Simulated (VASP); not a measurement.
A run of VASP 6.6.1:

The input INCAR:

```
PREC = Accurate
ENCUT = 520
EDIFF = 1E-7
ISMEAR = -1
SIGMA = 0.1
LREAL = F
LASPH = T
NELM = 80
ALGO = Normal
ISIF = 2
LWAVE = F
LCHARG = F
GGA = PS
NBANDS = 19
```

KPOINTS

```
regular mesh
0
Gamma
  23 23 11
```

File POSCAR:

```
Zn
1.0
    2.6438150203      0.0000000000      0.0000000000
   -1.3219075102      2.2896109705      0.0000000000
    0.0000000000      0.0000000000      4.8632573170
Zn
2
Direct
    0.3333333333      0.6666666667      0.2500000000
    0.6666666667      0.3333333333      0.7500000000
```

Potentials or basis: VASP PAW PBE potentials, release 64 (Zn).

The run is started by

```bash
$ cat potpaw_PBE.64/Zn/POTCAR > POTCAR
$ mpirun -np 1 vasp_std > vasp.out
```

Hardware: 1 thread of Intel(R) Xeon(R) 6975P-C (Granite Rapids), with other jobs on the host.

Q: Estimate the wall time of this run.

A: Run time: 64 s on 1 thread of Intel(R) Xeon(R) 6975P-C (Granite Rapids), with other jobs on the host, peak memory 0.25 GiB. Counts: scf iterations 13, k points 336.
